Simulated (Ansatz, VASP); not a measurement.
# SiNi2: VASP beside Ansatz

```
Si Ni
1.0
     5.01415    0.00000    0.00000
     0.00000    3.73302    0.00000
     0.00000    0.00000    7.07864
Si Ni
4 8
Direct
  0.28760 0.75000 0.61451
  0.71240 0.25000 0.38549
  0.21240 0.25000 0.11451
  0.78760 0.75000 0.88549
  0.95907 0.75000 0.20436
  0.04093 0.25000 0.79564
  0.54093 0.25000 0.70436
  0.45907 0.75000 0.29564
  0.83020 0.75000 0.56026
  0.16980 0.25000 0.43974
  0.66980 0.25000 0.06026
  0.33020 0.75000 0.93974
```

Alike in both runs: functional PBE; k mesh 10 × 12 × 6; occupations gaussian, width 0.1 eV; no spin polarisation.

Ansatz relaxed the structure, and its values are those at the end. VASP's run is a single point on that final structure, the one shown.

|  | VASP | Ansatz |
| --- | --- | --- |
| version | VASP 6.6.1 | Ansatz 0.2.0 |
| potentials or method | VASP PAW PBE potentials, release 64 (Si, Ni) | scalar-relativistic, plane waves, PAW |
| plane-wave cutoff (eV) | 520 | 420 |
| valence electrons in the cell | 96 | 160 |

```csv
,VASP,Ansatz,Ansatz less VASP
gap on the k mesh at the Fermi level (eV),none,none,-
pressure (GPa),0.0,0.0,-0.04
rms of the force components (eV/Å),0.004,0.001,-0.0033
```

A gap of «none» marks a metal or a gap that the smearing closes. VASP's potentials hold 96 valence electrons a cell and Ansatz's 160, so a difference there can come from the potentials and not from the codes.
